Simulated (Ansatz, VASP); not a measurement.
One calculation of GaSb, two programs

```
Ga Sb
1.0
     0.00000    3.00476    3.00476
     3.00476    0.00000    3.00476
     3.00476    3.00476    0.00000
Ga Sb
1 1
Direct
  0.00000 0.00000 0.00000
  0.75000 0.75000 0.75000
```

Alike in both runs: task single point; functional LDA; k mesh 12 × 12 × 12; occupations fermi-dirac, width 0.15 eV; no spin polarisation.

|  | VASP | Ansatz |
| --- | --- | --- |
| version | VASP 6.6.1 | Ansatz 0.2.0 |
| potentials or method | VASP PAW LDA potentials, release 64 (Ga_d, Sb), cutoff 520 eV | scalar-relativistic, plane waves, PAW |
| valence electrons in the cell | 18 | 28 |

|  | VASP | Ansatz | Ansatz less VASP |
| --- | --- | --- | --- |
| gap on the k mesh at the Fermi level (eV) | 0.26 | 0.21 | -0.056 |
| least direct gap on the mesh (eV) | 0.26 | 0.21 | -0.056 |
| pressure (GPa) | 1.4 | 1.2 | -0.22 |

LDA's correlation is that of Perdew and Zunger in VASP and of Perdew and Wang (1992) in Ansatz. VASP's potentials hold 18 valence electrons a cell and Ansatz's 28, so a difference there can come from the potentials and not from the codes.

Spin-orbit coupling is off throughout.
